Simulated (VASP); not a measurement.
# GaCo (P4/mmm) in VASP: a series of runs, part 2 of 3

VASP 6.6.1.

### Step 3. Single point, PBEsol (strain -0.040 along x and y, -0.080 along z)

INCAR reads:

```
SYSTEM = GaCo
PREC     = Accurate       ! precision mode
ENCUT    = 520            ! plane-wave cutoff, eV
EDIFF    = 1E-6           ! SCF threshold, eV
ISMEAR   = 0              ! smearing method
SIGMA    = 0.15           ! smearing width, eV
LREAL    = .False.        ! projectors in reciprocal space
LASPH    = .True.         ! aspherical terms in the spheres
NELM     = 80             ! most SCF steps
ALGO     = Fast           ! electronic algorithm
ISIF     = 2              ! what is computed and relaxed
LWAVE    = .False.        ! write WAVECAR
LCHARG   = .False.        ! write CHGCAR
GGA      = PS             ! functional
NBANDS   = 18             ! bands
```

KPOINTS reads:

```
regular mesh
0
Gamma
  16 16 16
  0 0 0
```

POSCAR reads:

```
GaCo
1.0
    2.7677760000      0.0000000000      0.0000000000
    0.0000000000      2.7677760000      0.0000000000
    0.0000000000      0.0000000000      2.6524520000
Ga Co
1 1
Direct
    0.5000000000      0.5000000000      0.5000000000
    0.0000000000      0.0000000000      0.0000000000
```

Potentials or basis: VASP PAW PBE potentials, release 64 (Ga_d, Co).

Command:

```
> cat potpaw_PBE.64/Ga_d/POTCAR potpaw_PBE.64/Co/POTCAR > POTCAR
> mpirun -np 1 vasp_std > vasp.out
```

OUTCAR:

```text
SYSTEM = GaCo
   PREC = Accurate
   ENCUT = 520
   EDIFF = 1E-6
   ISMEAR = 0
   LREAL = .False.
   LASPH = .True.
   NELM = 80
   ISIF = 2
   GGA = PS

 ion  position               nearest neighbor table
   1  0.500  0.500  0.500-   2 2.36   2 2.36   2 2.36   2 2.36   2 2.36   2 2.36   2 2.36   2 2.36

   2  0.000  0.000  0.000-   1 2.36   1 2.36   1 2.36   1 2.36   1 2.36   1 2.36   1 2.36   1 2.36

  LATTYP: Found a simple tetragonal cell.
 ALAT       =     2.7677760000
 C/A-ratio  =     0.9583333333

  Lattice vectors:

 A1 = (   2.7677760000,   0.0000000000,   0.0000000000)
 A2 = (   0.0000000000,   2.7677760000,   0.0000000000)
 A3 = (   0.0000000000,   0.0000000000,   2.6524520000)

Analysis of symmetry for initial positions (statically):
=====================================================================
 Subroutine PRICEL returns:
 Original cell was already a primitive cell.

 Routine SETGRP: Setting up the symmetry group for a
 simple tetragonal supercell.

 Subroutine GETGRP returns: Found 16 space group operations
 (whereof 16 operations were pure point group operations)
 out of a pool of 16 trial point group operations.

The static configuration has the point symmetry D_4h.

Analysis of symmetry for dynamics (positions and initial velocities):
=====================================================================
 Subroutine PRICEL returns:
 Original cell was already a primitive cell.

 Routine SETGRP: Setting up the symmetry group for a
 simple tetragonal supercell.

 Subroutine GETGRP returns: Found 16 space group operations
 (whereof 16 operations were pure point group operations)
 out of a pool of 16 trial point group operations.

The dynamic configuration has the point symmetry D_4h.

 Subroutine INISYM returns: Found 16 space group operations
 (whereof 16 operations are pure point group operations),
 and found     1 'primitive' translations

----------------------------------------------------------------------------------------

                                     Primitive cell

  volume of cell :      20.3193

  direct lattice vectors                    reciprocal lattice vectors
     2.767776000  0.000000000  0.000000000     0.361300915  0.000000000  0.000000000
     0.000000000  2.767776000  0.000000000     0.000000000  0.361300915  0.000000000
     0.000000000  0.000000000  2.652452000     0.000000000  0.000000000  0.377009650

  length of vectors
     2.767776000  2.767776000  2.652452000     0.361300915  0.361300915  0.377009650

  position of ions in fractional coordinates (direct lattice)
     0.500000000  0.500000000  0.500000000
     0.000000000  0.000000000  0.000000000

  ion indices of the primitive-cell ions
   primitive index   ion index
                 1           1
                 2           2

----------------------------------------------------------------------------------------

 KPOINTS: regular mesh

Automatic generation of k-mesh.
 Grid dimensions read from file:
 generate k-points for:   16   16   16

 Generating k-lattice:

  Cartesian coordinates                     Fractional coordinates (reciprocal lattice)
     0.022581307  0.000000000  0.000000000     0.062500000  0.000000000  0.000000000
     0.000000000  0.022581307  0.000000000     0.000000000  0.062500000  0.000000000
     0.000000000  0.000000000  0.023563103     0.000000000  0.000000000  0.062500000

  Length of vectors
     0.022581307  0.022581307  0.023563103

  Shift w.r.t. Gamma in fractional coordinates (k-lattice)
     0.000000000  0.000000000  0.000000000

 Subroutine IBZKPT returns following result:
 ===========================================

 Found    405 irreducible k-points:

 Following reciprocal coordinates:
            Coordinates               Weight
  0.000000  0.000000  0.000000      1.000000
  0.062500  0.000000  0.000000      4.000000
  0.125000  0.000000  0.000000      4.000000
  0.187500  0.000000  0.000000      4.000000
  0.250000  0.000000  0.000000      4.000000
  0.312500  0.000000  0.000000      4.000000
[... 16 lines left out ...]
  0.437500  0.125000  0.000000      8.000000
  0.500000  0.125000  0.000000      4.000000
 [... further k-points ...]
   k-points           NKPTS =    405   k-points in BZ     NKDIM =    405   number of bands    NBANDS=     18
   number of dos      NEDOS =    301   number of ions     NIONS =      2
   total plane-waves  NPLWV =  11520
   dimension x,y,z NGX =    24 NGY =   24 NGZ =   20
   dimension x,y,z NGXF=    48 NGYF=   48 NGZF=   40
   ions per type =               1   1
   NGX,Y,Z   is equivalent  to a cutoff of  14.42, 14.42, 12.54 a.u.
   NGXF,Y,Z  is equivalent  to a cutoff of  28.83, 28.83, 25.07 a.u.
 SYSTEM =  GaCo
   PREC   = accura    normal or accurate (medium, high low for compatibility)
   ISTART =      0    job   : 0-new  1-cont  2-samecut
   ICHARG =      2    charge: 1-file 2-atom 10-const
   ISPIN  =      1    spin polarized calculation?
   LNONCOLLINEAR =      F non collinear calculations
   LSORBIT =      F    spin-orbit coupling
   LASPH  =      T    aspherical Exc in radial PAW
   ENCUT  =  520.0 eV  38.22 Ry    6.18 a.u.   5.15  5.15  4.93*2*pi/ulx,y,z
   NELM   =     80;   NELMIN=  2; NELMDL= -5     # of ELM steps
   EDIFF  = 0.1E-05   stopping-criterion for ELM
   LREAL  =      F    real-space projection
   EDIFFG = 0.1E-04   stopping-criterion for IOM
   NSW    =      0    number of steps for IOM
   IBRION =     -1    ionic relax: 0-MD 1-quasi-New 2-CG
   NFREE  =      0    steps in history (QN), initial steepest desc. (CG)
   ISIF   =      2    stress and relaxation
   ISYM   =      2    0-nonsym 1-usesym 2-fastsym
   POTIM  = 0.5000    time-step for ionic-motion
   TEBEG  =    0.0;   TEEND  =   0.0 temperature during run
   PSTRESS=    0.0 pullay stress
   NELECT =      22.0000    total number of electrons
   NUPDOWN=      -1.0000    fix difference up-down
   EMIN   =  10.00;   EMAX   =-10.00  energy-range for DOS
   EFERMI =   0.00;   METHOD = LEGACY
   ISMEAR =     0;   SIGMA  =   0.15  broadening in eV -4-tet -1-fermi 0-gaus
   EFERMI_NEDOS =   21; number of points for ismear=-14 and -15
   IALGO  =     68    algorithm
   IMIX   =      4    mixing-type and parameters
     AMIX     =   0.40;   BMIX     =  1.00
     AMIX_MAG =   1.60;   BMIX_MAG =  1.00
  volume/ion in A,a.u.               =      10.16        68.56
  Fermi-wavevector in a.u.,A,eV,Ry     =   1.681045  3.176714 38.448856  2.825911
  Thomas-Fermi vector in A             =   2.764671
   LORBIT       =      0    0 simple, 1 ext, 2 COOP (PROOUT), +10 PAW based schemes
   GGA     = PS    functional components
   LHFCALC =     F    Hartree Fock is set to
   AEXX    =    0.0000 exact exchange contribution
   IVDW    =     0    specifies the selected vdW correction
   LEPSILON=     F    determine dielectric tensor
   LRPA    =     F    only Hartree local field effects (RPA)
 non-spin polarized calculation
 RMM-DIIS sequential band-by-band and
 Gauss-broadening in eV      SIGMA  =   0.15
  energy-cutoff  :      520.00
  volume of cell :       20.32
 maximum number of plane-waves:       560
 NGX is ok and might be reduce to    24
   NGX = 11   NGY = 11   NGZ =  9

 number of electron      21.9999989 magnetization

 Free energy of the ion-electron system (eV)
  ---------------------------------------------------
  ext. energy  EPLUGINS =         0.00000000
  ---------------------------------------------------
  free energy    TOTEN  =       -11.53493052 eV

  energy without entropy =      -11.52208831  energy(sigma->0) =      -11.52850941

 E-fermi :  11.9300     XC(G=0): -14.3155

 val. band max:       11.9230459217   @ k =   0.4375   0.3125   0.0000
 cond. band min:      11.9309599302   @ k =   0.5000   0.2500   0.0625
 fundamental gap:      0.0079140084
 Fermi energy:        11.9299636463

 k-point     1 :       0.0000    0.0000    0.0000
  band No.  band energies     occupation
      1      -3.5965      2.00000
      2      -3.5297      2.00000
      3      -3.0374      2.00000
      4      -3.0033      2.00000
      5      -3.0033      2.00000
      6      -1.5697      2.00000
[... 10 lines left out ...]
     17      27.6682      0.00000
     18      35.7891      0.00000

 k-point     2 :       0.0625    0.0000    0.0000
  band No.  band energies     occupation
      1      -3.5913      2.00000
      2      -3.5176      2.00000
      3      -3.0422      2.00000
      4      -3.0078      2.00000
      5      -3.0019      2.00000
      6      -1.4880      2.00000
[... 10 lines left out ...]
     17      27.8742      0.00000
     18      35.1919      0.00000
[... 442 lines left out ...]
 k-point    24 :       0.5000    0.1250    0.0000
  band No.  band energies     occupation
      1      -3.4720      2.00000
      2      -3.2193      2.00000
      3      -3.1650      2.00000
      4      -3.1275      2.00000
      5      -2.9968      2.00000
      6       3.2613      2.00000
[... 10 lines left out ...]
     17      27.5264      0.00000
     18      29.7549      0.00000

 [... further k-points ...]
[... 5 lines left out ...]
  --------------------------------------------------------------------------------------
  -------------------------------------------------------------------------------------
  Total        3.7858727      3.7858727      4.6910160      0.0000000      0.0000000      0.0000000
  in kB      298.5156991    298.5156991    369.8861620      0.0000000      0.0000000      0.0000000
  external PRESSURE =     322.3058534 kB  Pullay stress =       0.0000000 kB

 VOLUME and BASIS-vectors are now :
 -----------------------------------------------------------------------------
  energy-cutoff  :      520.00
  volume of cell :       20.32
      direct lattice vectors                 reciprocal lattice vectors
     2.767776000  0.000000000  0.000000000     0.361300915  0.000000000  0.000000000
     0.000000000  2.767776000  0.000000000     0.000000000  0.361300915  0.000000000
     0.000000000  0.000000000  2.652452000     0.000000000  0.000000000  0.377009650

 POSITION                                       TOTAL-FORCE (eV/Angst)
 -----------------------------------------------------------------------------------
      1.38389      1.38389      1.32623         0.000000      0.000000      0.000000
      0.00000      0.00000      0.00000         0.000000      0.000000      0.000000
 -----------------------------------------------------------------------------------
    total drift:                                0.000000      0.000000     -0.000000

  FREE ENERGIE OF THE ION-ELECTRON SYSTEM (eV)
  ---------------------------------------------------
  free  energy   TOTEN  =       -11.5349305202 eV

  energy  without entropy=      -11.5220883059  energy(sigma->0) =      -11.52850941
```

Wall time 76 s (1 thread of AMD EPYC 9R45 (Zen 5), shared host); peak memory 0.23 GiB.

Results:

```
Free energy            : -11.5349 eV
Pressure               : 32.2 GPa
Band gap on the k mesh : zero (band 11 reaches 14.12 eV, above the bottom of band 12 at 11.55 eV)
```

Levels at points of the mesh, in eV from the Fermi level:
```
           k point  band 7  band 8  band 9  band 10  band 11  band 12  band 13  band 14  band 15  band 16
(0.00, 0.00, 0.00)   -3.18   -3.18   -0.96    -0.80    -0.80     5.23     5.23     6.96    11.87    12.38
(0.50, 0.00, 0.00)   -7.98   -3.00   -2.31    -1.91    -0.82     0.04    11.66    12.35    13.04    13.41
(0.50, 0.50, 0.00)   -3.92   -3.92   -3.09    -1.32    -1.32    -0.38     2.95     3.63    14.07    17.16
(0.00, 0.00, 0.50)   -7.84   -2.90   -2.28    -2.28    -0.96     0.49    12.16    12.16    12.29    13.74
(0.50, 0.00, 0.50)   -3.76   -3.44   -2.90    -1.57    -1.50    -0.23     3.27     4.13    12.82    15.93
(0.50, 0.50, 0.50)   -5.00   -5.00   -0.31    -0.14     1.75     4.21     4.21     4.26     5.23     5.77
```

Caveat: the cell differs from its parent crystal (strain -0.040 along x and y, -0.080 along z); the PAW data sets were made with another functional, which shifts forces and pressure a little. Spin polarisation is off, so any magnetic state and its effect on volume and gap are missing.

### Step 4. Single point, PBEsol (strain +0.000 along x and y, -0.080 along z)

INCAR reads:

```
PREC = Accurate ; ENCUT = 520
EDIFF = 1E-7 ; ISMEAR = 0
SIGMA = 0.15 ; LREAL = False
LASPH = True ; NELM = 100
ALGO = Fast ; ISIF = 2
LWAVE = False ; LCHARG = True
GGA = PS ; LELF = True
LVHAR = True ; NBANDS = 18
```

KPOINTS reads:

```
regular mesh
0
Gamma
  16 16 16
```

POSCAR reads:

```
GaCo
1.0
    2.8831000000      0.0000000000      0.0000000000
    0.0000000000      2.8831000000      0.0000000000
    0.0000000000      0.0000000000      2.6524520000
Ga Co
1 1
Direct
    0.5000000000      0.5000000000      0.5000000000
    0.0000000000      0.0000000000      0.0000000000
```

Command:

```
> cat potpaw_PBE.64/Ga_d/POTCAR potpaw_PBE.64/Co/POTCAR > POTCAR
> mpirun -np 1 vasp_std > vasp.out
```

Wall time 2.2 min (1 thread of AMD EPYC 9R45 (Zen 5), shared host); peak memory 0.24 GiB.

The run converged. Its results:

```yaml
Free_energy: -11.7141 eV
Pressure: 9.3 GPa
Band_gap_on_the_k_mesh: zero (band 11 reaches 12.37 eV, above the bottom of band 12 at 10.27 eV)
```

Stress tensor (GPa, compression positive):
```
 4.99  0.00  0.00
 0.00  4.99  0.00
 0.00  0.00 17.81
```

Levels at points of the mesh, in eV from the Fermi level:
| k point | band 8 | band 9 | band 10 | band 11 | band 12 | band 13 | band 14 | band 15 |
| --- | --- | --- | --- | --- | --- | --- | --- | --- |
| (0.00, 0.00, 0.00) | -2.78 | -0.87 | -0.58 | -0.58 | 4.52 | 4.52 | 7.77 | 11.04 |
| (0.50, 0.00, 0.00) | -2.61 | -2.10 | -1.40 | -0.58 | -0.03 | 10.38 | 11.59 | 12.15 |
| (0.50, 0.50, 0.00) | -3.71 | -2.84 | -0.98 | -0.98 | -0.35 | 2.41 | 3.00 | 14.03 |
| (0.00, 0.00, 0.50) | -2.41 | -2.04 | -2.04 | -0.85 | 0.75 | 11.29 | 11.29 | 11.88 |
| (0.50, 0.00, 0.50) | -2.82 | -2.50 | -1.42 | -1.30 | -0.11 | 2.93 | 3.99 | 11.74 |
| (0.50, 0.50, 0.50) | -4.40 | -0.27 | 0.02 | 1.30 | 4.12 | 4.12 | 4.17 | 4.58 |

Caveat: the cell differs from its parent crystal (strain +0.000 along x and y, -0.080 along z); the PAW data sets were made with another functional, which shifts forces and pressure a little.

### Step 5. Single point, PBEsol (strain -0.040 along x and y, +0.000 along z)

INCAR reads:

```
PREC = Accurate
ENCUT = 520
EDIFF = 1E-6
ISMEAR = 0
SIGMA = 0.15
LREAL = F
LASPH = T
NELM = 100
ALGO = Fast
ISIF = 2
LWAVE = F
LCHARG = F
GGA = PS
NBANDS = 18
```

KPOINTS is that of step 4.

POSCAR reads:

```
GaCo
1.0
    2.7677760000      0.0000000000      0.0000000000
    0.0000000000      2.7677760000      0.0000000000
    0.0000000000      0.0000000000      2.8831000000
Ga Co
1 1
Direct
    0.5000000000      0.5000000000      0.5000000000
    0.0000000000      0.0000000000      0.0000000000
```

Command:

```
> cat potpaw_PBE.64/Ga_d/POTCAR potpaw_PBE.64/Co/POTCAR > POTCAR
> mpirun -np 1 vasp_std > vasp.out
```

Wall time 99 s (1 thread of AMD EPYC 9R45 (Zen 5), shared host); peak memory 0.24 GiB.

Results (log left out):

```
Free energy            : -11.7555 eV
Pressure               : 8.0 GPa
Band gap on the k mesh : zero (band 11 reaches 12.29 eV, above the bottom of band 12 at 10.37 eV)
```

Stress tensor (GPa, compression positive):
```
8.62 0.00 0.00
0.00 8.62 0.00
0.00 0.00 6.67
```

Levels at points of the mesh, in eV from the Fermi level:
```
           k point  band 9  band 10  band 11  band 12  band 13  band 14
(0.00, 0.00, 0.00)   -0.78    -0.78    -0.67     4.50     6.01     6.01
(0.50, 0.00, 0.00)   -2.11    -1.78    -0.78     0.30    10.79    11.79
(0.50, 0.50, 0.00)   -2.55    -1.40    -1.40    -0.15     2.87     3.84
(0.00, 0.00, 0.50)   -1.79    -1.79    -0.68    -0.07    11.53    11.53
(0.50, 0.00, 0.50)   -2.72    -1.26    -1.20    -0.27     2.62     3.42
(0.50, 0.50, 0.50)   -0.25    -0.12     1.19     4.04     4.05     4.05
```

Caveat: the cell differs from its parent crystal (strain -0.040 along x and y, +0.000 along z); the PAW data sets were made with another functional, which shifts forces and pressure a little.

(Part 2 of 3 ends here.)
